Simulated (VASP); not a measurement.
# HfSi (NiAs type) (P6_3/mmc) in VASP: a series of runs

HfSi (NiAs type) is run at these levels: PBEsol; tasks: electric field gradients, density of states.

All numbers are computed with VASP 6.6.1; they aren't measurements. Logs are shortened: lines on timing, memory, paths and dates and some standing lists are left out, and cuts for length are marked.

## 1. The cell of the first run

It takes space group P6_3/mmc (No. 194, hexagonal). Conventional cell: a = 3.689 Å, b = 3.689 Å, c = 6.615 Å, α = 90.00°, β = 90.00°, γ = 120.00°. Hf (site symmetry -3m) has 6 Si at 2.70 Å and 2 Hf at 3.31 Å within 3.6 Å. Si (site symmetry -6m2) has 6 Hf at 2.70 Å within 3.6 Å.

## 2. Electric field gradients, PBEsol

Input file INCAR:

```
SYSTEM = HfSi
ALGO = Normal
EDIFF = 1E-8
ENCUT = 520
GGA = PS
ISIF = 2
ISMEAR = -1
LASPH = .TRUE.
LCHARG = .FALSE.
LEFG = .TRUE.
LREAL = .FALSE.
LWAVE = .FALSE.
NBANDS = 22
NELM = 100
PREC = Accurate
SIGMA = 0.05
```

Input file KPOINTS:

```
k-points
0
G
  10 10 6
  0 0 0
```

Input file POSCAR:

```
HfSi
1.0
    3.6893277788      0.0000000000      0.0000000000
   -1.8446638894      3.1950515794      0.0000000000
    0.0000000000      0.0000000000      6.6148313785
Hf Si
2 2
Direct
    0.0000000000      0.0000000000      0.0000000000
    0.0000000000      0.0000000000      0.5000000000
    0.3333333333      0.6666666667      0.2500000000
    0.6666666667      0.3333333333      0.7500000000
```

Potentials or basis: VASP PAW PBE potentials, release 64 (Hf_pv, Si).

Started as:

```
$ cat potpaw_PBE.64/Hf_pv/POTCAR potpaw_PBE.64/Si/POTCAR > POTCAR
$ mpirun -np 1 vasp_std > vasp.out
```

OUTCAR:

```text
SYSTEM = HfSi
   EDIFF = 1E-8
   ENCUT = 520
   GGA = PS
   ISIF = 2
   ISMEAR = -1
   LASPH = .TRUE.
   LREAL = .FALSE.
   NELM = 100
   PREC = Accurate

 ion  position               nearest neighbor table
   1  0.000  0.000  0.000-   3 2.70   4 2.70   4 2.70   3 2.70   4 2.70   3 2.70   2 3.31   2 3.31

   2  0.000  0.000  0.500-   3 2.70   4 2.70   4 2.70   3 2.70   4 2.70   3 2.70   1 3.31   1 3.31

   3  0.333  0.667  0.250-   1 2.70   2 2.70   1 2.70   2 2.70   1 2.70   2 2.70
   4  0.667  0.333  0.750-   1 2.70   2 2.70   1 2.70   2 2.70   1 2.70   2 2.70

  LATTYP: Found a hexagonal cell.
 ALAT       =     3.6893277788
 C/A-ratio  =     1.7929638609

  Lattice vectors:

 A1 = (   3.6893277788,   0.0000000000,   0.0000000000)
 A2 = (  -1.8446638894,   3.1950515794,   0.0000000000)
 A3 = (   0.0000000000,   0.0000000000,   6.6148313785)

Analysis of symmetry for initial positions (statically):
=====================================================================
 Subroutine PRICEL returns:
 Original cell was already a primitive cell.

 Routine SETGRP: Setting up the symmetry group for a
 hexagonal supercell.

 Subroutine GETGRP returns: Found 24 space group operations
 (whereof 12 operations were pure point group operations)
 out of a pool of 24 trial point group operations.

The static configuration has the point symmetry D_3d.
 The point group associated with its full space group is D_6h.

Analysis of symmetry for dynamics (positions and initial velocities):
=====================================================================
 Subroutine PRICEL returns:
 Original cell was already a primitive cell.

 Routine SETGRP: Setting up the symmetry group for a
 hexagonal supercell.

 Subroutine GETGRP returns: Found 24 space group operations
 (whereof 12 operations were pure point group operations)
 out of a pool of 24 trial point group operations.

The dynamic configuration has the point symmetry D_3d.
 The point group associated with its full space group is D_6h.

 Subroutine INISYM returns: Found 24 space group operations
 (whereof 12 operations are pure point group operations),
 and found     1 'primitive' translations

----------------------------------------------------------------------------------------

                                     Primitive cell

  volume of cell :      77.9729

  direct lattice vectors                    reciprocal lattice vectors
     3.689327779  0.000000000  0.000000000     0.271052089  0.156491996  0.000000000
    -1.844663889  3.195051579  0.000000000     0.000000000  0.312983993  0.000000000
     0.000000000  0.000000000  6.614831378     0.000000000  0.000000000  0.151175433

  length of vectors
     3.689327779  3.689327779  6.614831378     0.312983993  0.312983993  0.151175433

  position of ions in fractional coordinates (direct lattice)
     0.000000000  0.000000000  0.000000000
     0.000000000  0.000000000  0.500000000
     0.333333333  0.666666667  0.250000000
     0.666666667  0.333333333  0.750000000

  ion indices of the primitive-cell ions
   primitive index   ion index
                 1           1
                 2           2
                 3           3
                 4           4

----------------------------------------------------------------------------------------

 KPOINTS: k-points

Automatic generation of k-mesh.
 Grid dimensions read from file:
 generate k-points for:   10   10    6

 Generating k-lattice:

  Cartesian coordinates                     Fractional coordinates (reciprocal lattice)
     0.027105209  0.015649200  0.000000000     0.100000000  0.000000000  0.000000000
     0.000000000  0.031298399  0.000000000     0.000000000  0.100000000  0.000000000
     0.000000000  0.000000000  0.025195906     0.000000000  0.000000000  0.166666667

  Length of vectors
     0.031298399  0.031298399  0.025195906

  Shift w.r.t. Gamma in fractional coordinates (k-lattice)
     0.000000000  0.000000000  0.000000000

 Subroutine IBZKPT returns following result:
 ===========================================

 Found     56 irreducible k-points:

 Following reciprocal coordinates:
            Coordinates               Weight
  0.000000  0.000000  0.000000      1.000000
  0.100000 -0.000000  0.000000      6.000000
  0.200000 -0.000000  0.000000      6.000000
  0.300000  0.000000  0.000000      6.000000
  0.400000 -0.000000  0.000000      6.000000
  0.500000 -0.000000  0.000000      3.000000
[... 16 lines left out ...]
  0.300000  0.100000  0.166667     24.000000
  0.400000  0.100000  0.166667     24.000000
 [... further k-points ...]
   k-points           NKPTS =     56   k-points in BZ     NKDIM =     56   number of bands    NBANDS=     22
   number of dos      NEDOS =    301   number of ions     NIONS =      4
   total plane-waves  NPLWV =  39200
   dimension x,y,z NGX =    28 NGY =   28 NGZ =   50
   dimension x,y,z NGXF=    56 NGYF=   56 NGZF=  100
   ions per type =               2   2
   NGX,Y,Z   is equivalent  to a cutoff of  12.62, 12.62, 12.57 a.u.
   NGXF,Y,Z  is equivalent  to a cutoff of  25.23, 25.23, 25.13 a.u.
 SYSTEM =  HfSi
   PREC   = accura    normal or accurate (medium, high low for compatibility)
   ISTART =      0    job   : 0-new  1-cont  2-samecut
   ICHARG =      2    charge: 1-file 2-atom 10-const
   ISPIN  =      1    spin polarized calculation?
   LNONCOLLINEAR =      F non collinear calculations
   LSORBIT =      F    spin-orbit coupling
   LASPH  =      T    aspherical Exc in radial PAW
   ENCUT  =  520.0 eV  38.22 Ry    6.18 a.u.   6.86  6.86 12.30*2*pi/ulx,y,z
   NELM   =    100;   NELMIN=  2; NELMDL= -5     # of ELM steps
   EDIFF  = 0.1E-07   stopping-criterion for ELM
   LREAL  =      F    real-space projection
   EDIFFG = 0.1E-06   stopping-criterion for IOM
   NSW    =      0    number of steps for IOM
   IBRION =     -1    ionic relax: 0-MD 1-quasi-New 2-CG
   NFREE  =      0    steps in history (QN), initial steepest desc. (CG)
   ISIF   =      2    stress and relaxation
   ISYM   =      2    0-nonsym 1-usesym 2-fastsym
   POTIM  = 0.5000    time-step for ionic-motion
   TEBEG  =    0.0;   TEEND  =   0.0 temperature during run
   PSTRESS=    0.0 pullay stress
   NELECT =      28.0000    total number of electrons
   NUPDOWN=      -1.0000    fix difference up-down
   EMIN   =  10.00;   EMAX   =-10.00  energy-range for DOS
   EFERMI =   0.00;   METHOD = LEGACY
   ISMEAR =    -1;   SIGMA  =   0.05  broadening in eV -4-tet -1-fermi 0-gaus
   EFERMI_NEDOS =   21; number of points for ismear=-14 and -15
   IALGO  =     38    algorithm
   IMIX   =      4    mixing-type and parameters
     AMIX     =   0.40;   BMIX     =  1.00
     AMIX_MAG =   1.60;   BMIX_MAG =  1.00
  volume/ion in A,a.u.               =      19.49       131.55
  Fermi-wavevector in a.u.,A,eV,Ry     =   1.163625  2.198932 18.422589  1.354022
  Thomas-Fermi vector in A             =   2.300172
   LORBIT       =      0    0 simple, 1 ext, 2 COOP (PROOUT), +10 PAW based schemes
   GGA     = PS    functional components
   LHFCALC =     F    Hartree Fock is set to
   AEXX    =    0.0000 exact exchange contribution
   IVDW    =     0    specifies the selected vdW correction
   LEPSILON=     F    determine dielectric tensor
   LRPA    =     F    only Hartree local field effects (RPA)
 non-spin polarized calculation
  energy-cutoff  :      520.00
  volume of cell :       77.97
 maximum number of plane-waves:      2120
 NGX is ok and might be reduce to    28
   NGX = 13   NGY = 13   NGZ = 25

 number of electron      27.9999999 magnetization

 Free energy of the ion-electron system (eV)
  ---------------------------------------------------
  ext. energy  EPLUGINS =         0.00000000
  ---------------------------------------------------
  free energy    TOTEN  =       -34.34821897 eV

  energy without entropy =      -34.33977998  energy(sigma->0) =      -34.34399948

 E-fermi :   5.6276     XC(G=0): -10.9700

 val. band max:        5.5508901990   @ k =   0.1000  -0.0000   0.3333
 cond. band min:       5.6601985963   @ k =   0.4000  -0.0000   0.5000
 fundamental gap:      0.1093083973
 Fermi energy:         5.6275950260

 k-point     1 :       0.0000    0.0000    0.0000
  band No.  band energies     occupation
      1     -24.8626      2.00000
      2     -24.8074      2.00000
      3     -24.8074      2.00000
      4     -24.7768      2.00000
      5     -24.7768      2.00000
      6     -24.5499      2.00000
[... 574 lines left out ...]
      6     -24.5531      2.00000
[... 14 lines left out ...]
     21       9.8736      0.00000
     22      10.6202      0.00000

 [... further k-points ...]
[... 5 lines left out ...]
  --------------------------------------------------------------------------------------
  -------------------------------------------------------------------------------------
  Total        0.0175682      0.0175682      0.0424327      0.0000000     -0.0000000      0.0000000
  in kB        0.3609893      0.3609893      0.8719007      0.0000000     -0.0000000      0.0000000
  external PRESSURE =       0.5312931 kB  Pullay stress =       0.0000000 kB

 VOLUME and BASIS-vectors are now :
 -----------------------------------------------------------------------------
  energy-cutoff  :      520.00
  volume of cell :       77.97
      direct lattice vectors                 reciprocal lattice vectors
     3.689327779  0.000000000  0.000000000     0.271052089  0.156491996  0.000000000
    -1.844663889  3.195051579  0.000000000     0.000000000  0.312983993  0.000000000
     0.000000000  0.000000000  6.614831378     0.000000000  0.000000000  0.151175433

 POSITION                                       TOTAL-FORCE (eV/Angst)
 -----------------------------------------------------------------------------------
      0.00000      0.00000      0.00000        -0.000000      0.000000      0.000000
      0.00000      0.00000      3.30742        -0.000000      0.000000      0.000000
     -0.00000      2.13003      1.65371        -0.000000      0.000000     -0.000000
      1.84466      1.06502      4.96112         0.000000     -0.000000     -0.000000
 -----------------------------------------------------------------------------------
    total drift:                               -0.000000      0.000000      0.000000

  FREE ENERGIE OF THE ION-ELECTRON SYSTEM (eV)
  ---------------------------------------------------
  free  energy   TOTEN  =       -34.3482189734 eV

  energy  without entropy=      -34.3397799808  energy(sigma->0) =      -34.34399948

 Electric field gradients (V/A^2)
---------------------------------------------------------------------
 ion       V_xx      V_yy      V_zz      V_xy      V_xz      V_yz
---------------------------------------------------------------------
   1     121.695   121.695  -243.390     0.000    -0.000     0.000
   2     121.695   121.695  -243.390     0.000     0.000    -0.000
   3       5.551     5.551   -11.103     0.000     0.000    -0.000
   4       5.551     5.551   -11.103     0.000    -0.000     0.000
---------------------------------------------------------------------

 Electric field gradients after diagonalization (V/A^2)
 (convention: |V_zz| > |V_xx| > |V_yy|)
----------------------------------------------------------------------
 ion       V_xx      V_yy      V_zz     asymmetry (V_yy - V_xx)/ V_zz
----------------------------------------------------------------------
   1     121.695   121.695  -243.390       0.000
   2     121.695   121.695  -243.390       0.000
   3       5.551     5.551   -11.103       0.000
   4       5.551     5.551   -11.103       0.000
----------------------------------------------------------------------

           NMR quadrupolar parameters

 Cq : quadrupolar parameter    Cq=e*Q*V_zz/h
 eta: asymmetry parameters     (V_yy - V_xx)/ V_zz
 Q  : nuclear electric quadrupole moment in mb (millibarn)
----------------------------------------------------------------------
 ion       Cq(MHz)       eta       Q (mb)
----------------------------------------------------------------------
   1      -0.589       0.000       1.000
   2      -0.589       0.000       1.000
   3      -0.027       0.000       1.000
   4      -0.027       0.000       1.000
----------------------------------------------------------------------
```

Run time: 43 s. Hardware: 1 thread of Intel Xeon Platinum 8559C (Emerald Rapids), shared host; peak memory 0.24 GiB.

What came out:

```yaml
Free_energy: -34.3482 eV
Pressure: 0.1 GPa
Band_gap_on_the_k_mesh: zero (band 14 reaches 6.40 eV, above the bottom of band 15 at 5.46 eV)
```

Electric field gradients, principal values (V/Å²):
| atom | least | middle | greatest (by size) |
| --- | --- | --- | --- |
| 1 Hf | 121.695 | 121.695 | -243.390 |
| 2 Hf | 121.695 | 121.695 | -243.390 |
| 3 Si | 5.551 | 5.551 | -11.103 |
| 4 Si | 5.551 | 5.551 | -11.103 |

Caveat: without QUAD_EFG the Cq values of the log hold for a quadrupole moment of 1 mb, not for the nuclei; the PAW data sets were made with another functional, which shifts forces and pressure a little; spin-orbit coupling is left out, which moves the levels of the heavy elements.

(Part 1 of 2 ends here.)
